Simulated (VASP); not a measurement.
Wanted: the native input for a VASP 6.6.1 run.

```
Task                   : single point
Functional             : PBE
Potentials or basis    : VASP PAW PBE potentials, release 64 (Cu)
Cutoff                 : 520 eV
k mesh                 : 26 × 26 × 26
Occupations            : fermi-dirac, width 0.0612256 eV
Spin                   : no spin polarisation
Dipole correction      : no
Further INCAR settings : ALGO = Normal; EDIFF = 1e-06; NBANDS = 12
```

The structure of Cu lies in POSCAR:

```
Cu
1.0
    0.0000000000      1.7780789525      1.7780789525
    1.7780789525      0.0000000000      1.7780789525
    1.7780789525      1.7780789525      0.0000000000
Cu
1
Direct
    0.0000000000      0.0000000000      0.0000000000
```

One way to write it, as run:

INCAR

```
SYSTEM = Cu
PREC     = Accurate       ! precision mode
ENCUT    = 520            ! plane-wave cutoff, eV
EDIFF    = 1E-6           ! SCF threshold, eV
ISMEAR   = -1             ! smearing method
SIGMA    = 0.06122561905347299 ! smearing width, eV
LREAL    = .False.        ! projectors in reciprocal space
LASPH    = .True.         ! aspherical terms in the spheres
NELM     = 60             ! most SCF steps
ALGO     = Normal         ! electronic algorithm
ISIF     = 2              ! what is computed and relaxed
LWAVE    = .False.        ! write WAVECAR
LCHARG   = .False.        ! write CHGCAR
GGA      = PE             ! functional
NBANDS   = 12             ! bands
```

KPOINTS

```
Automatic mesh
0
Gamma
  26 26 26
  0 0 0
```

Potentials or basis: VASP PAW PBE potentials, release 64 (Cu).

Run with:

```sh
$ cat potpaw_PBE.64/Cu/POTCAR > POTCAR
$ mpirun -np 1 vasp_std > vasp.out
```

It gave:

```yaml
Pressure: 10.7 GPa
```

Wall time 58 s on 1 thread of Intel Xeon 6975P-C (shared host), peak memory 0.18 GiB.
